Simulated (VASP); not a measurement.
Here is a VASP 6.6.1 calculation.

POSCAR

```
Cs2LiYF6
1.0
    0.0000000000      4.4808300000      4.4808300000
    4.4808300000      0.0000000000      4.4808300000
    4.4808300000      4.4808300000      0.0000000000
Cs Li Y F
2 1 1 6
Direct
    0.2500000000      0.2500000000      0.2500000000
    0.7500000000      0.7500000000      0.7500000000
    0.5000000000      0.5000000000      0.5000000000
    0.0000000000      0.0000000000      0.0000000000
    0.2467200000      0.2467200000      0.7532800000
    0.7532800000      0.7532800000      0.2467200000
    0.2467200000      0.7532800000      0.2467200000
    0.7532800000      0.2467200000      0.7532800000
    0.7532800000      0.2467200000      0.2467200000
    0.2467200000      0.7532800000      0.7532800000
```

Contents of INCAR.step1:

```
  PREC = Accurate
  ENCUT = 830
  ISMEAR = 1
  SIGMA = 0.1
  LREAL = F
  LASPH = T
  NELM = 120
  NBANDS = 48
  GGA = PE
  ALGO = Normal
  EDIFF = 1E-5
  LWAVE = T
  LCHARG = F
  GGA_COMPAT = F
```

INCAR.step2

```
  PREC = Accurate
  ENCUT = 830
  EDIFF = 1E-6
  ISMEAR = 1
  SIGMA = 0.1
  LREAL = F
  LASPH = T
  NELM = 120
  ALGO = Normal
  ISIF = 2
  LWAVE = F
  LCHARG = F
  METAGGA = R2SCAN
  LMIXTAU = T
  NBANDS = 48
  ISTART = 1
  GGA_COMPAT = F
```

Contents of KPOINTS:

```
Automatic mesh
0
Gamma
  4 4 4
```

Potentials or basis: VASP PAW PBE potentials, release 64 (Cs_sv, Li_sv, Y_sv, F).

The run is started by

```sh
$ cat potpaw_PBE.64/Cs_sv/POTCAR potpaw_PBE.64/Li_sv/POTCAR potpaw_PBE.64/Y_sv/POTCAR potpaw_PBE.64/F/POTCAR > POTCAR
$ cp INCAR.step1 INCAR
$ mpirun -np 1 vasp_std > vasp.out
$ cp INCAR.step2 INCAR
$ mpirun -np 1 vasp_std > vasp.out
```

**Question.** Predict the pressure.

**Answer.** -2.4 GPa.

**Question.** Estimate the largest force.

**Answer.** 0.162 eV/Å.

Forces on the atoms (eV/Å):
```
Cs   0.000  0.000  0.000
Cs   0.000  0.000  0.000
Li   0.000  0.000  0.000
Y    0.000  0.000  0.000
F    0.000  0.000 -0.162
F    0.000  0.000  0.162
F    0.000 -0.162  0.000
F    0.000  0.162  0.000
F   -0.162  0.000  0.000
F    0.162  0.000  0.000
```

Caveat: the PAW data sets were made with another functional, which shifts forces and pressure a little.
